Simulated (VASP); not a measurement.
Wanted: the native input for a VASP 6.6.1 run.

* Task: single point
* Functional: PBE
* Potentials or basis: VASP PAW PBE potentials, release 64 (Zn, Cd, Se)
* Cutoff: 520 eV
* k mesh: 6 × 6 × 1
* Occupations: gaussian, width 0.1 eV
* Spin: no spin polarisation
* Dipole correction: no
* Further INCAR settings: ALGO = Normal; EDIFF = 1e-07; NBANDS = 66

The structure of Zn2CdSe3 lies in POSCAR:

```
Zn2CdSe3
1.0
    4.1474499086     -0.0006389026      0.0004005696
   -2.0742738674      3.5918425260     -0.0009441283
    0.0018420459     -0.0040455529     20.5866489377
Zn Cd Se
4 2 6
Direct
   -0.0000480821     -0.0003224347      0.1553828032
   -0.0007613697      0.0001746613      0.8372162850
    0.6674232109      0.3342566635      0.6779434459
    0.6669863659      0.3332018552      0.9964803769
   -0.0019267595     -0.0001165962      0.5099267621
    0.6684069998      0.3331060231      0.3280504690
    0.0017072844     -0.0003194307      0.2757767035
    0.0006092848      0.0007565520      0.6395219714
    0.0002940824     -0.0001434933      0.9580088716
    0.6666184870      0.3329211307      0.1173008305
    0.6647218980      0.3330019751      0.4573673544
    0.6659685982      0.3334830939      0.7987461265
```

One way to write it, as run:

INCAR

```
SYSTEM = Zn2CdSe3
ALGO = Normal ; EDIFF = 1E-7
ENCUT = 520 ; GGA = PE
ISIF = 2 ; ISMEAR = 0
LASPH = .True. ; LCHARG = .False.
LREAL = .False. ; LWAVE = .False.
NBANDS = 66 ; NELM = 60
PREC = Accurate ; SIGMA = 0.1
```

KPOINTS

```
k-points
0
Gamma
  6 6 1
  0 0 0
```

Potentials or basis: VASP PAW PBE potentials, release 64 (Zn, Cd, Se).

The run is started by

```sh
$ cat potpaw_PBE.64/Zn/POTCAR potpaw_PBE.64/Cd/POTCAR potpaw_PBE.64/Se/POTCAR > POTCAR
$ mpirun -np 1 vasp_std > vasp.out
```

It gave:

```
Pressure               : 0.2 GPa
Largest force          : 0.031 eV/Å
Band gap on the k mesh : 0.67 eV, direct
```

Wall time 14 min on 1 thread of Intel(R) Xeon(R) Platinum 8375C CPU @ 2.90GHz (Ice Lake), with other jobs on the host, peak memory 0.61 GiB.
